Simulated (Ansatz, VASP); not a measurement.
**HfB2: VASP beside Ansatz**

```xyz
3
Lattice="3.1400 0.0000 0.0000 -1.5700 2.7193 0.0000 0.0000 0.0000 3.3756" Properties=species:S:1:pos:R:3 pbc="T T T"
Hf    0.0000    0.0000    0.0000
B     0.0000    1.8129    1.6878
B     1.5700    0.9064    1.6878
```

Change from the starting cell: zz strain of -3 %.

Alike in both runs: task single point; functional PBE; k mesh 13 × 13 × 11; occupations fermi-dirac, width 0.05 eV; no spin polarisation.

```csv
,VASP,Ansatz
version,VASP 6.6.1,Ansatz 0.2.0
potentials or method,"VASP PAW PBE potentials, release 64 (Hf_pv, B), cutoff 520 eV","all-electron LAPW, scalar-relativistic"
```

|  | VASP | Ansatz | Ansatz less VASP |
| --- | --- | --- | --- |
| pressure (GPa) | 8.9 | 9.2 | +0.31 |
| traceless stress, the component that is largest in VASP (GPa) | 7.22 | 6.97 | -0.248 |

Ansatz ran all-electron here, and VASP with PAW potentials.

Spin-orbit coupling is off throughout.
